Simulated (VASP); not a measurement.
# Cr (P6_3/mmc) in VASP: further runs, part 2 of 2

VASP 6.6.1. Earlier steps stand in the parts before.

## (5) Single point, LDA, collinear spin, ferromagnetic start

File INCAR:

```
SYSTEM = Cr
PREC = Accurate
ENCUT = 520
EDIFF = 1E-7
ISMEAR = -1
SIGMA = 0.03
LREAL = .False.
LASPH = .True.
NELM = 150
ALGO = Normal
ISIF = 2
LWAVE = .False.
LCHARG = .False.
ISPIN = 2
MAGMOM = 0.755 0.755
LORBIT = 11
NUPDOWN = 1.51
LMAXMIX = 4
NBANDS = 23
```

File KPOINTS:

```
regular mesh
0
Gamma
  12 12 7
  0 0 0
```

File POSCAR:

```
Cr
1.0
    2.7140000000      0.0000000000      0.0000000000
   -1.3570000000      2.3503929459      0.0000000000
    0.0000000000      0.0000000000      4.4100000000
Cr
2
Direct
    0.3333333333      0.6666666667      0.2500000000
    0.6666666667      0.3333333333      0.7500000000
```

Potentials or basis: VASP PAW LDA potentials, release 64 (Cr_pv).

Started as:

```
cat potpaw_LDA.64/Cr_pv/POTCAR > POTCAR
mpirun -np 1 vasp_std > vasp.out
```

OUTCAR:

```text
SYSTEM = Cr
   PREC = Accurate
   ENCUT = 520
   EDIFF = 1E-7
   ISMEAR = -1
   LREAL = .False.
   LASPH = .True.
   NELM = 150
   ISIF = 2
   ISPIN = 2
   LORBIT = 11
   NUPDOWN = 1.51

 ion  position               nearest neighbor table
   1  0.333  0.667  0.250-   2 2.71   2 2.71   2 2.71   2 2.71   2 2.71   2 2.71
   2  0.667  0.333  0.750-   1 2.71   1 2.71   1 2.71   1 2.71   1 2.71   1 2.71

  LATTYP: Found a hexagonal cell.
 ALAT       =     2.7140000000
 C/A-ratio  =     1.6249078850

  Lattice vectors:

 A1 = (   2.7140000000,   0.0000000000,   0.0000000000)
 A2 = (  -1.3570000000,   2.3503929459,   0.0000000000)
 A3 = (   0.0000000000,   0.0000000000,   4.4100000000)

Analysis of symmetry for initial positions (statically):
=====================================================================
 Subroutine PRICEL returns:
 Original cell was already a primitive cell.

 Routine SETGRP: Setting up the symmetry group for a
 hexagonal supercell.

 Subroutine GETGRP returns: Found 24 space group operations
 (whereof 12 operations were pure point group operations)
 out of a pool of 24 trial point group operations.

The static configuration has the point symmetry D_3d.
 The point group associated with its full space group is D_6h.

Analysis of symmetry for dynamics (positions and initial velocities):
=====================================================================
 Subroutine PRICEL returns:
 Original cell was already a primitive cell.

 Routine SETGRP: Setting up the symmetry group for a
 hexagonal supercell.

 Subroutine GETGRP returns: Found 24 space group operations
 (whereof 12 operations were pure point group operations)
 out of a pool of 24 trial point group operations.

The dynamic configuration has the point symmetry D_3d.
 The point group associated with its full space group is D_6h.

Analysis of structural, dynamic, and magnetic symmetry:
=====================================================================
 Subroutine PRICEL returns:
 Original cell was already a primitive cell.

 Routine SETGRP: Setting up the symmetry group for a
 hexagonal supercell.

 Subroutine GETGRP returns: Found 24 space group operations
 (whereof 12 operations were pure point group operations)
 out of a pool of 24 trial point group operations.

The overall configuration has the point symmetry D_3d.
 The point group associated with its full space group is D_6h.

 Subroutine INISYM returns: Found 24 space group operations
 (whereof 12 operations are pure point group operations),
 and found     1 'primitive' translations

----------------------------------------------------------------------------------------

                                     Primitive cell

  volume of cell :      28.1312

  direct lattice vectors                    reciprocal lattice vectors
     2.714000000  0.000000000  0.000000000     0.368459838  0.212730387  0.000000000
    -1.357000000  2.350392946  0.000000000     0.000000000  0.425460773  0.000000000
     0.000000000  0.000000000  4.410000000     0.000000000  0.000000000  0.226757370

  length of vectors
     2.714000000  2.714000000  4.410000000     0.425460773  0.425460773  0.226757370

  position of ions in fractional coordinates (direct lattice)
     0.333333333  0.666666667  0.250000000
     0.666666667  0.333333333  0.750000000

  ion indices of the primitive-cell ions
[... 63 lines left out ...]
   NGX,Y,Z   is equivalent  to a cutoff of  12.25, 12.25, 13.57 a.u.
   NGXF,Y,Z  is equivalent  to a cutoff of  24.50, 24.50, 27.14 a.u.
 SYSTEM =  Cr
   PREC   = accura    normal or accurate (medium, high low for compatibility)
   ISTART =      0    job   : 0-new  1-cont  2-samecut
   ICHARG =      2    charge: 1-file 2-atom 10-const
   ISPIN  =      2    spin polarized calculation?
   LNONCOLLINEAR =      F non collinear calculations
   LSORBIT =      F    spin-orbit coupling
   LASPH  =      T    aspherical Exc in radial PAW
   ENCUT  =  520.0 eV  38.22 Ry    6.18 a.u.   5.05  5.05  8.20*2*pi/ulx,y,z
   NELM   =    150;   NELMIN=  2; NELMDL= -5     # of ELM steps
   EDIFF  = 0.1E-06   stopping-criterion for ELM
   LREAL  =      F    real-space projection
   EDIFFG = 0.1E-05   stopping-criterion for IOM
   NSW    =      0    number of steps for IOM
   IBRION =     -1    ionic relax: 0-MD 1-quasi-New 2-CG
   NFREE  =      0    steps in history (QN), initial steepest desc. (CG)
   ISIF   =      2    stress and relaxation
   ISYM   =      2    0-nonsym 1-usesym 2-fastsym
   POTIM  = 0.5000    time-step for ionic-motion
   TEBEG  =    0.0;   TEEND  =   0.0 temperature during run
   PSTRESS=    0.0 pullay stress
   NELECT =      24.0000    total number of electrons
   NUPDOWN=       1.5100    fix difference up-down
   EMIN   =  10.00;   EMAX   =-10.00  energy-range for DOS
   EFERMI =   0.00;   METHOD = LEGACY
   ISMEAR =    -1;   SIGMA  =   0.03  broadening in eV -4-tet -1-fermi 0-gaus
   EFERMI_NEDOS =   21; number of points for ismear=-14 and -15
   IALGO  =     38    algorithm
   IMIX   =      4    mixing-type and parameters
     AMIX     =   0.40;   BMIX     =  1.00
     AMIX_MAG =   1.60;   BMIX_MAG =  1.00
  volume/ion in A,a.u.               =      14.07        94.92
  Fermi-wavevector in a.u.,A,eV,Ry     =   1.552681  2.934142 32.801180  2.410819
  Thomas-Fermi vector in A             =   2.657021
   LORBIT       =     11    0 simple, 1 ext, 2 COOP (PROOUT), +10 PAW based schemes
   GGA     = CA    functional components
   LHFCALC =     F    Hartree Fock is set to
   AEXX    =    0.0000 exact exchange contribution
   IVDW    =     0    specifies the selected vdW correction
   LEPSILON=     F    determine dielectric tensor
   LRPA    =     F    only Hartree local field effects (RPA)
 spin polarized calculation
  energy-cutoff  :      520.00
  volume of cell :       28.13
 maximum number of plane-waves:       771
   NGX = 11   NGY = 11   NGZ = 17

 number of electron      24.0000005 magnetization       1.5100000

 Free energy of the ion-electron system (eV)
  ---------------------------------------------------
  ext. energy  EPLUGINS =         0.00000000
  ---------------------------------------------------
  free energy    TOTEN  =       -19.44576619 eV

  energy without entropy =      -19.43144779  energy(sigma->0) =      -19.43860699

 E-fermi :   8.0275     XC(G=0): -12.8633

 val. band max:        8.0707391303   @ k =   0.3333   0.2500   0.2857
 cond. band min:       8.0278184748   @ k =   0.3333   0.1667   0.1429
 fundamental gap:     -0.0429206555
 Fermi energy:         8.0713909009

 spin component 1

 k-point     1 :       0.0000    0.0000    0.0000
  band No.  band energies     occupation
      1     -34.9282      1.00000
      2     -34.5567      1.00000
      3     -34.5567      1.00000
      4     -34.4884      1.00000
      5     -34.4884      1.00000
      6     -34.4272      1.00000
[... 613 lines left out ...]
     22      18.0518      0.00000
     23      22.4223      0.00000

 [... further k-points ...]

 spin component 2

 k-point     1 :       0.0000    0.0000    0.0000
  band No.  band energies     occupation
      1     -34.3289      1.00000
      2     -33.9056      1.00000
      3     -33.9056      1.00000
      4     -33.8363      1.00000
      5     -33.8363      1.00000
      6     -33.8187      1.00000
[... 613 lines left out ...]
     22      18.4431      0.00000
     23      22.7764      0.00000

 [... further k-points ...]
[... 5 lines left out ...]
  --------------------------------------------------------------------------------------
  -------------------------------------------------------------------------------------
  Total       -6.8984691     -6.8984691     -5.9826155      0.0000000      0.0000000      0.0000000
  in kB     -392.8930959   -392.8930959   -340.7318769      0.0000000      0.0000000      0.0000000
  external PRESSURE =    -375.5060229 kB  Pullay stress =       0.0000000 kB

 VOLUME and BASIS-vectors are now :
 -----------------------------------------------------------------------------
  energy-cutoff  :      520.00
  volume of cell :       28.13
      direct lattice vectors                 reciprocal lattice vectors
     2.714000000  0.000000000  0.000000000     0.368459838  0.212730387  0.000000000
    -1.357000000  2.350392946  0.000000000     0.000000000  0.425460773  0.000000000
     0.000000000  0.000000000  4.410000000     0.000000000  0.000000000  0.226757370

 POSITION                                       TOTAL-FORCE (eV/Angst)
 -----------------------------------------------------------------------------------
     -0.00000      1.56693      1.10250        -0.000000      0.000000      0.000000
      1.35700      0.78346      3.30750         0.000000     -0.000000      0.000000
 -----------------------------------------------------------------------------------
    total drift:                               -0.000000      0.000000     -0.000000

  FREE ENERGIE OF THE ION-ELECTRON SYSTEM (eV)
  ---------------------------------------------------
  free  energy   TOTEN  =       -19.4457661943 eV

  energy  without entropy=      -19.4314477890  energy(sigma->0) =      -19.43860699

 total charge

# of ion       s       p       d       tot
------------------------------------------
    1        0.377   6.274   4.078  10.729
    2        0.377   6.274   4.078  10.729
--------------------------------------------------
tot          0.755  12.547   8.156  21.458

 magnetization (x)

# of ion       s       p       d       tot
------------------------------------------
    1        0.003   0.022   0.668   0.694
    2        0.003   0.022   0.668   0.694
--------------------------------------------------
tot          0.007   0.045   1.336   1.387
```

stdout:

```text
POSCAR found type information on POSCAR Cr
 POSCAR found :  1 types and       2 ions
 scaLAPACK will be used
 LDA part: xc-table for (Slater(with rela. corr.)+CA(PZ))
 , standard interpolation
 POSCAR, INCAR and KPOINTS ok, starting setup
 FFT: planning ... GRIDC
 FFT: planning ... GRID_SOFT
 FFT: planning ... GRID
 WAVECAR not read
 entering main loop
```

It took 57 s on 1 thread of AMD EPYC 9R45 (Zen 5), shared host; peak memory 0.15 GiB.

What came out:

| Item | Value |
| --- | --- |
| Free energy | -19.4458 eV |
| Pressure | -37.6 GPa |
| Net moment | 1.51 μB per cell |
| Site moments | Cr +0.69 μB |
| Valence electrons inside the program's atomic spheres | Cr 10.73 |

Caveat: the total moment is fixed, so each spin has its own Fermi level.

## (6) Single point, LDA, collinear spin, ferromagnetic start

File INCAR:

```
ALGO     = Normal         # electronic algorithm
EDIFF    = 1E-6           # SCF threshold, eV
ENCUT    = 520            # plane-wave cutoff, eV
GGA      = CA             # functional
ISIF     = 2              # what is computed and relaxed
ISMEAR   = -1             # smearing method
ISPIN    = 2              # spin polarisation
LASPH    = True           # aspherical terms in the spheres
LCHARG   = False          # write CHGCAR
LMAXMIX  = 4              # l up to which the mixer works
LORBIT   = 11             # projections on sites
LREAL    = False          # projectors in reciprocal space
LWAVE    = False          # write WAVECAR
MAGMOM   = 0.755 0.755    # initial moments
NBANDS   = 23             # bands
NELM     = 150            # most SCF steps
NUPDOWN  = 1.51           # fixed moment
PREC     = Accurate       # precision mode
SIGMA    = 0.03           # smearing width, eV
```

File KPOINTS:

```
k-points
0
Gamma
  12 12 7
```

POSCAR is that of step 5.

Potentials or basis: VASP PAW LDA potentials, release 64 (Cr_pv).

Started as:

```
cat potpaw_LDA.64/Cr_pv/POTCAR > POTCAR
mpirun -np 1 vasp_std > vasp.out
```

OUTCAR:

```text
EDIFF = 1E-6
   ENCUT = 520
   GGA = CA
   ISIF = 2
   ISMEAR = -1
   ISPIN = 2
   LASPH = True
   LORBIT = 11
   LREAL = False
   NELM = 150
   NUPDOWN = 1.51
   PREC = Accurate

 ion  position               nearest neighbor table
   1  0.333  0.667  0.250-   2 2.71   2 2.71   2 2.71   2 2.71   2 2.71   2 2.71
   2  0.667  0.333  0.750-   1 2.71   1 2.71   1 2.71   1 2.71   1 2.71   1 2.71

  LATTYP: Found a hexagonal cell.
 ALAT       =     2.7140000000
 C/A-ratio  =     1.6249078850

  Lattice vectors:

 A1 = (   2.7140000000,   0.0000000000,   0.0000000000)
 A2 = (  -1.3570000000,   2.3503929459,   0.0000000000)
[... 1464 lines left out ...]

 VOLUME and BASIS-vectors are now :
 -----------------------------------------------------------------------------
  energy-cutoff  :      520.00
  volume of cell :       28.13
      direct lattice vectors                 reciprocal lattice vectors
     2.714000000  0.000000000  0.000000000     0.368459838  0.212730387  0.000000000
    -1.357000000  2.350392946  0.000000000     0.000000000  0.425460773  0.000000000
     0.000000000  0.000000000  4.410000000     0.000000000  0.000000000  0.226757370

 POSITION                                       TOTAL-FORCE (eV/Angst)
 -----------------------------------------------------------------------------------
     -0.00000      1.56693      1.10250         0.000000     -0.000000      0.000000
      1.35700      0.78346      3.30750         0.000000      0.000000      0.000000
 -----------------------------------------------------------------------------------
    total drift:                               -0.000000      0.000000     -0.000000

  FREE ENERGIE OF THE ION-ELECTRON SYSTEM (eV)
  ---------------------------------------------------
  free  energy   TOTEN  =       -19.4457661911 eV

  energy  without entropy=      -19.4314477743  energy(sigma->0) =      -19.43860698

 total charge

# of ion       s       p       d       tot
------------------------------------------
    1        0.377   6.274   4.078  10.729
    2        0.377   6.274   4.078  10.729
--------------------------------------------------
tot          0.755  12.547   8.156  21.458

 magnetization (x)

# of ion       s       p       d       tot
------------------------------------------
    1        0.003   0.022   0.668   0.694
    2        0.003   0.022   0.668   0.694
--------------------------------------------------
tot          0.007   0.045   1.336   1.387
```

stdout:

```text
POSCAR found type information on POSCAR Cr
 POSCAR found :  1 types and       2 ions
 scaLAPACK will be used
 LDA part: xc-table for (Slater(with rela. corr.)+CA(PZ))
 , standard interpolation
 POSCAR, INCAR and KPOINTS ok, starting setup
 FFT: planning ... GRIDC
 FFT: planning ... GRID_SOFT
 FFT: planning ... GRID
 WAVECAR not read
 entering main loop
```

It took 55 s on 1 thread of AMD EPYC 9R45 (Zen 5), shared host; peak memory 0.15 GiB.

Results:

| Quantity | Value |
| --- | --- |
| Free energy | -19.4458 eV |
| Pressure | -37.5 GPa |
| Net moment | 1.51 μB per cell |
| Site moments | Cr +0.69 μB |
| Valence electrons inside the program's atomic spheres | Cr 10.73 |

Caveat: the total moment is fixed, so each spin has its own Fermi level.

## (7) Overview

```csv
fixed moment (μB),pressure (GPa),moment (μB)
1.23,-38.1,1.23
1.34,-37.9,1.34
1.51,-37.5,1.51
```

Alike in all rows: task single point; level LDA; potentials or basis VASP PAW LDA potentials, release 64 (Cr_pv); spin collinear, ferromagnetic start; cell as given; k mesh 12 × 12 × 7; cutoff (eV) 520; smearing fermi-dirac 0.03 eV.

Caveats: the total moment is fixed, so each spin has its own Fermi level.

Total energies depend on the potentials used, so only differences within one code and one set of settings carry meaning.
